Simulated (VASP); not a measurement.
# MgCd2S3 (P6/mmm) in VASP: notebook

Runs on MgCd2S3. Level: PBE. Tasks: single point, relaxation of cell and atoms.

Program: VASP 6.6.1. These are calculated values, not measurements. Logs are shortened: lines on timing, memory, paths and dates and some standing lists are left out, and cuts for length are marked.

**1. The cell of the first run**

The structure is hexagonal, space group P6/mmm (No. 191). The conventional cell has a = 6.521 Å, b = 6.521 Å, c = 3.598 Å, α = 90.00°, β = 90.00°, γ = 120.00°. Within 4.7 Å of Mg (site symmetry 6/mmm) lie 2 Mg at 3.60 Å and 12 S at 3.72 Å and 6 Cd at 3.76 Å. Within 3.4 Å of Cd (site symmetry -6m2) lie 6 S at 2.60 Å. S (site symmetry mmm) has 4 Cd at 2.60 Å and 4 S at 3.26 Å within 3.4 Å.

The cell was built from a structure type or drawn by symmetry, and may not be a known phase.

**2. Single point, PBE**

INCAR

```
ALGO     = Normal         # electronic algorithm
EDIFF    = 1E-7           # SCF threshold, eV
ENCUT    = 520            # plane-wave cutoff, eV
GGA      = PE             # functional
ISIF     = 2              # what is computed and relaxed
ISMEAR   = 0              # smearing method
LASPH    = True           # aspherical terms in the spheres
LCHARG   = False          # write CHGCAR
LREAL    = False          # projectors in reciprocal space
LWAVE    = False          # write WAVECAR
NBANDS   = 31             # bands
NELM     = 60             # most SCF steps
PREC     = Accurate       # precision mode
SIGMA    = 0.1            # smearing width, eV
```

KPOINTS

```
k-points
0
Gamma
  3 3 6
```

POSCAR

```
MgCd2S3
1.0
    6.5205280100      0.0000000000      0.0000000000
   -3.2602640100      5.6469429000      0.0000000000
    0.0000000000      0.0000000000      3.5983963000
Mg Cd S
1 2 3
Direct
    0.0000000000      0.0000000000      0.0000000000
    0.3333333300      0.6666666700      0.0000000000
    0.6666666700      0.3333333300      0.0000000000
    0.5000000000      0.0000000000      0.5000000000
    0.5000000000      0.5000000000      0.5000000000
    0.0000000000      0.5000000000      0.5000000000
```

Potentials or basis: VASP PAW PBE potentials, release 64 (Mg, Cd, S).

On the command line:

```sh
$ cat potpaw_PBE.64/Mg/POTCAR potpaw_PBE.64/Cd/POTCAR potpaw_PBE.64/S/POTCAR > POTCAR
$ mpirun -np 1 vasp_std > vasp.out
```

OUTCAR:

```text
EDIFF = 1E-7
   ENCUT = 520
   GGA = PE
   ISIF = 2
   ISMEAR = 0
   LASPH = True
   LREAL = False
   NELM = 60
   PREC = Accurate

 ion  position               nearest neighbor table
   1  0.000  0.000  0.000-
   2  0.333  0.667  0.000-   6 2.60   6 2.60   4 2.60   4 2.60   5 2.60   5 2.60   3 3.76   3 3.76
                             3 3.76
   3  0.667  0.333  0.000-   6 2.60   6 2.60   4 2.60   4 2.60   5 2.60   5 2.60   2 3.76   2 3.76
                             2 3.76
   4  0.500  0.000  0.500-   2 2.60   3 2.60   2 2.60   3 2.60
   5  0.500  0.500  0.500-   2 2.60   3 2.60   2 2.60   3 2.60
   6  0.000  0.500  0.500-   2 2.60   3 2.60   2 2.60   3 2.60

  LATTYP: Found a hexagonal cell.
 ALAT       =     6.5205280100
 C/A-ratio  =     0.5518565819

  Lattice vectors:

 A1 = (   6.5205280100,   0.0000000000,   0.0000000000)
 A2 = (  -3.2602640100,   5.6469429000,   0.0000000000)
 A3 = (   0.0000000000,   0.0000000000,   3.5983963000)

Analysis of symmetry for initial positions (statically):
=====================================================================
 Subroutine PRICEL returns:
 Original cell was already a primitive cell.

 Routine SETGRP: Setting up the symmetry group for a
 hexagonal supercell.

 Subroutine GETGRP returns: Found 24 space group operations
 (whereof 24 operations were pure point group operations)
 out of a pool of 24 trial point group operations.

The static configuration has the point symmetry D_6h.

Analysis of symmetry for dynamics (positions and initial velocities):
=====================================================================
 Subroutine PRICEL returns:
 Original cell was already a primitive cell.

 Routine SETGRP: Setting up the symmetry group for a
 hexagonal supercell.

 Subroutine GETGRP returns: Found 24 space group operations
 (whereof 24 operations were pure point group operations)
 out of a pool of 24 trial point group operations.

The dynamic configuration has the point symmetry D_6h.

 Subroutine INISYM returns: Found 24 space group operations
 (whereof 24 operations are pure point group operations),
 and found     1 'primitive' translations

----------------------------------------------------------------------------------------

                                     Primitive cell

  volume of cell :     132.4967

  direct lattice vectors                    reciprocal lattice vectors
     6.520528010  0.000000000  0.000000000     0.153361813  0.088543484  0.000000000
    -3.260264010  5.646942900  0.000000000     0.000000000  0.177086969  0.000000000
     0.000000000  0.000000000  3.598396300     0.000000000  0.000000000  0.277901575

  length of vectors
     6.520528010  6.520528010  3.598396300     0.177086969  0.177086969  0.277901575

  position of ions in fractional coordinates (direct lattice)
     0.000000000  0.000000000  0.000000000
     0.333333330  0.666666670  0.000000000
     0.666666670  0.333333330  0.000000000
     0.500000000  0.000000000  0.500000000
     0.500000000  0.500000000  0.500000000
     0.000000000  0.500000000  0.500000000

  ion indices of the primitive-cell ions
   primitive index   ion index
                 1           1
                 2           2
                 3           3
                 4           4
                 5           5
                 6           6

----------------------------------------------------------------------------------------

 KPOINTS: k-points

Automatic generation of k-mesh.
 Grid dimensions read from file:
 generate k-points for:    3    3    6

 Generating k-lattice:

  Cartesian coordinates                     Fractional coordinates (reciprocal lattice)
     0.051120604  0.029514495  0.000000000     0.333333333 -0.000000000  0.000000000
     0.000000000  0.059028990  0.000000000     0.000000000  0.333333333  0.000000000
     0.000000000  0.000000000  0.046316929     0.000000000  0.000000000  0.166666667

  Length of vectors
     0.059028990  0.059028990  0.046316929

  Shift w.r.t. Gamma in fractional coordinates (k-lattice)
     0.000000000  0.000000000  0.000000000

 Subroutine IBZKPT returns following result:
 ===========================================

 Found     12 irreducible k-points:

 Following reciprocal coordinates:
            Coordinates               Weight
  0.000000  0.000000  0.000000      1.000000
  0.333333 -0.000000  0.000000      6.000000
  0.333333  0.333333  0.000000      2.000000
  0.000000  0.000000  0.166667      2.000000
  0.333333 -0.000000  0.166667     12.000000
  0.333333  0.333333  0.166667      4.000000
  0.000000  0.000000  0.333333      2.000000
  0.333333 -0.000000  0.333333     12.000000
  0.333333  0.333333  0.333333      4.000000
  0.000000  0.000000  0.500000      1.000000
  0.333333 -0.000000  0.500000      6.000000
  0.333333  0.333333  0.500000      2.000000
   k-points           NKPTS =     12   k-points in BZ     NKDIM =     12   number of bands    NBANDS=     31
   number of dos      NEDOS =    301   number of ions     NIONS =      6
   total plane-waves  NPLWV =  64512
   dimension x,y,z NGX =    48 NGY =   48 NGZ =   28
   dimension x,y,z NGXF=    96 NGYF=   96 NGZF=   56
   ions per type =               1   2   3
   NGX,Y,Z   is equivalent  to a cutoff of  12.24, 12.24, 12.94 a.u.
   NGXF,Y,Z  is equivalent  to a cutoff of  24.48, 24.48, 25.87 a.u.
 SYSTEM =  unknown system
   PREC   = accura    normal or accurate (medium, high low for compatibility)
   ISTART =      0    job   : 0-new  1-cont  2-samecut
   ICHARG =      2    charge: 1-file 2-atom 10-const
   ISPIN  =      1    spin polarized calculation?
   LNONCOLLINEAR =      F non collinear calculations
   LSORBIT =      F    spin-orbit coupling
   LASPH  =      T    aspherical Exc in radial PAW
   ENCUT  =  520.0 eV  38.22 Ry    6.18 a.u.  12.12 12.12  6.69*2*pi/ulx,y,z
   NELM   =     60;   NELMIN=  2; NELMDL= -5     # of ELM steps
   EDIFF  = 0.1E-06   stopping-criterion for ELM
   LREAL  =      F    real-space projection
   EDIFFG = 0.1E-05   stopping-criterion for IOM
   NSW    =      0    number of steps for IOM
   IBRION =     -1    ionic relax: 0-MD 1-quasi-New 2-CG
   NFREE  =      0    steps in history (QN), initial steepest desc. (CG)
   ISIF   =      2    stress and relaxation
   ISYM   =      2    0-nonsym 1-usesym 2-fastsym
   POTIM  = 0.5000    time-step for ionic-motion
   TEBEG  =    0.0;   TEEND  =   0.0 temperature during run
   PSTRESS=    0.0 pullay stress
   NELECT =      44.0000    total number of electrons
   NUPDOWN=      -1.0000    fix difference up-down
   EMIN   =  10.00;   EMAX   =-10.00  energy-range for DOS
   EFERMI =   0.00;   METHOD = LEGACY
   ISMEAR =     0;   SIGMA  =   0.10  broadening in eV -4-tet -1-fermi 0-gaus
   EFERMI_NEDOS =   21; number of points for ismear=-14 and -15
   IALGO  =     38    algorithm
   IMIX   =      4    mixing-type and parameters
     AMIX     =   0.40;   BMIX     =  1.00
     AMIX_MAG =   1.60;   BMIX_MAG =  1.00
  volume/ion in A,a.u.               =      22.08       149.02
  Fermi-wavevector in a.u.,A,eV,Ry     =   1.133680  2.142345 17.486635  1.285231
  Thomas-Fermi vector in A             =   2.270384
   LORBIT       =      0    0 simple, 1 ext, 2 COOP (PROOUT), +10 PAW based schemes
   GGA     = PE    functional components
   LHFCALC =     F    Hartree Fock is set to
   AEXX    =    0.0000 exact exchange contribution
   IVDW    =     0    specifies the selected vdW correction
   LEPSILON=     F    determine dielectric tensor
   LRPA    =     F    only Hartree local field effects (RPA)
 non-spin polarized calculation
 Gauss-broadening in eV      SIGMA  =   0.10
  energy-cutoff  :      520.00
  volume of cell :      132.50
 maximum number of plane-waves:      3591
   NGX = 25   NGY = 25   NGZ = 13

 number of electron      43.9999998 magnetization

 Free energy of the ion-electron system (eV)
  ---------------------------------------------------
  ext. energy  EPLUGINS =         0.00000000
  ---------------------------------------------------
  free energy    TOTEN  =       -14.62931248 eV

  energy without entropy =      -14.61405803  energy(sigma->0) =      -14.62168525

 E-fermi :   3.1809     XC(G=0):  -9.5837

 val. band max:        3.1759574631   @ k =   0.3333  -0.0000   0.5000
 cond. band min:       3.2074277828   @ k =   0.0000   0.0000   0.5000
 fundamental gap:      0.0314703196
 Fermi energy:         3.1809205925

 k-point     1 :       0.0000    0.0000    0.0000
  band No.  band energies     occupation
      1     -10.5443      2.00000
      2      -9.0124      2.00000
      3      -9.0124      2.00000
      4      -5.8471      2.00000
      5      -5.3959      2.00000
      6      -5.3959      2.00000
[... 23 lines left out ...]
     30       9.8342      0.00000
     31      10.0298      0.00000

 k-point     2 :       0.3333   -0.0000    0.0000
  band No.  band energies     occupation
      1     -10.2940      2.00000
      2      -9.4485      2.00000
      3      -9.0207      2.00000
      4      -5.6649      2.00000
      5      -5.4129      2.00000
      6      -5.4021      2.00000
[... 23 lines left out ...]
     30      10.2139      0.00000
     31      10.3960      0.00000

 k-point     3 :       0.3333    0.3333    0.0000
  band No.  band energies     occupation
      1      -9.9089      2.00000
      2      -9.9089      2.00000
      3      -9.0331      2.00000
      4      -5.5171      2.00000
      5      -5.5171      2.00000
      6      -5.4083      2.00000
[... 23 lines left out ...]
     30      10.9500      0.00000
     31      11.0385      0.00000

 k-point     4 :       0.0000    0.0000    0.1667
  band No.  band energies     occupation
      1     -10.3568      2.00000
      2      -8.9974      2.00000
      3      -8.9974      2.00000
      4      -5.6218      2.00000
      5      -5.4071      2.00000
      6      -5.4071      2.00000
[... 227 lines left out ...]
     30      11.1405      0.00000
     31      11.1405      0.00000

 k-point    11 :       0.3333   -0.0000    0.5000
  band No.  band energies     occupation
      1      -9.5148      2.00000
      2      -9.1197      2.00000
      3      -8.9733      2.00000
      4      -5.5652      2.00000
      5      -5.4333      2.00000
      6      -5.3907      2.00000
[... 23 lines left out ...]
     30       9.4679      0.00000
     31      10.2051      0.00000

 k-point    12 :       0.3333    0.3333    0.5000
  band No.  band energies     occupation
      1      -9.3173      2.00000
      2      -9.3173      2.00000
      3      -8.9892      2.00000
      4      -5.5319      2.00000
      5      -5.4247      2.00000
      6      -5.2895      2.00000
[... 23 lines left out ...]
     30       9.5856      0.00000
     31       9.5856      0.00000

------------------------ aborting loop because EDIFF is reached ----------------------------------------

  FORCE on cell =-STRESS in cart. coord.  units (eV):
  Direction    XX          YY          ZZ          XY          YZ          ZX
  --------------------------------------------------------------------------------------
  -------------------------------------------------------------------------------------
  Total        5.6763236      5.6763236      3.5915372     -0.0000000     -0.0000000      0.0000000
  in kB       68.6392573     68.6392572     43.4295971     -0.0000001     -0.0000000      0.0000000
  external PRESSURE =      60.2360372 kB  Pullay stress =       0.0000000 kB

 VOLUME and BASIS-vectors are now :
 -----------------------------------------------------------------------------
  energy-cutoff  :      520.00
  volume of cell :      132.50
      direct lattice vectors                 reciprocal lattice vectors
     6.520528010  0.000000000  0.000000000     0.153361813  0.088543484  0.000000000
    -3.260264010  5.646942900  0.000000000     0.000000000  0.177086969  0.000000000
     0.000000000  0.000000000  3.598396300     0.000000000  0.000000000  0.277901575

 POSITION                                       TOTAL-FORCE (eV/Angst)
 -----------------------------------------------------------------------------------
      0.00000      0.00000      0.00000         0.000000      0.000000      0.000000
     -0.00000      3.76463      0.00000        -0.000000      0.000000      0.000000
      3.26026      1.88231      0.00000        -0.000000     -0.000000      0.000000
      3.26026      0.00000      1.79920         0.000000      0.000000      0.000000
      1.63013      2.82347      1.79920         0.000000      0.000000      0.000000
     -1.63013      2.82347      1.79920         0.000000      0.000000      0.000000
 -----------------------------------------------------------------------------------
    total drift:                               -0.000000      0.000000     -0.000000

  FREE ENERGIE OF THE ION-ELECTRON SYSTEM (eV)
  ---------------------------------------------------
  free  energy   TOTEN  =       -14.6293124758 eV

  energy  without entropy=      -14.6140580289  energy(sigma->0) =      -14.62168525
```

Run time: 43 s. Hardware: 1 thread of Intel Xeon Platinum 8259CL at 2.50GHz (Skylake/Cascade Lake), shared host; peak memory 0.25 GiB.

What came out:

```yaml
Free_energy: -14.6293 eV
Pressure: 6.0 GPa
Band_gap_on_the_k_mesh: zero (bands 22 and 23 overlap by 0.68 eV)
```

Levels at points of the mesh, in eV from the Fermi level:
```
           k point  band 18  band 19  band 20  band 21  band 22  band 23  band 24  band 25  band 26  band 27
(0.00, 0.00, 0.00)    -1.88    -0.37    -0.33    -0.33    -0.16    -0.16     1.24     4.23     4.23     4.77
(0.00, 0.00, 0.50)    -2.42    -2.42    -0.80     0.03     0.49     0.49     1.08     1.11     1.89     1.89
```

Caveat: the k points lie up to 0.37 Å⁻¹ apart, too coarse for converged energies and pressures of a metal; semilocal functionals underestimate gaps, so a narrow gap can read as zero.

(Continued in part 2 of 3.)
